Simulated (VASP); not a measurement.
Pt, 2 atoms in the cell. The structure is hexagonal, space group P6_3/mmc (No. 194). The conventional cell has a = 2.761 Å, b = 2.761 Å, c = 4.792 Å, α = 90.00°, β = 90.00°, γ = 120.00°. Within 3.6 Å of Pt (site symmetry -6m2) lie 12 Pt at 2.76 to 2.88 Å. 

```yaml
Program: VASP 6.6.1
Task: relaxation of cell and atoms
Functional: PBE
Potentials_or_basis: VASP PAW PBE potentials, release 64 (Pt)
Cutoff: 600 eV
k_mesh: 11 × 11 × 6
Occupations: fermi-dirac, width 0.05 eV
Spin: no spin polarisation
Target_pressure: 10 GPa
Dipole_correction: no
Further_INCAR_settings: ALGO = Normal; EDIFF = 1e-06; IBRION = 2; EDIFFG = -0.01; NSW = 60; ISIF = 3
```

Potentials or basis: VASP PAW PBE potentials, release 64 (Pt).

Launch:

```console
$ cat potpaw_PBE.64/Pt/POTCAR > POTCAR
$ mpirun -np 1 vasp_std > vasp.out
```

Hardware: 1 thread of Intel Xeon 6975P-C (shared host).

**Question.** Estimate the wall time of this run.

**Answer.** Wall time 95 s on 1 thread of Intel Xeon 6975P-C, on a shared host, peak memory 0.18 GiB. Counts: scf iterations 56, k points 64, ion steps 9.
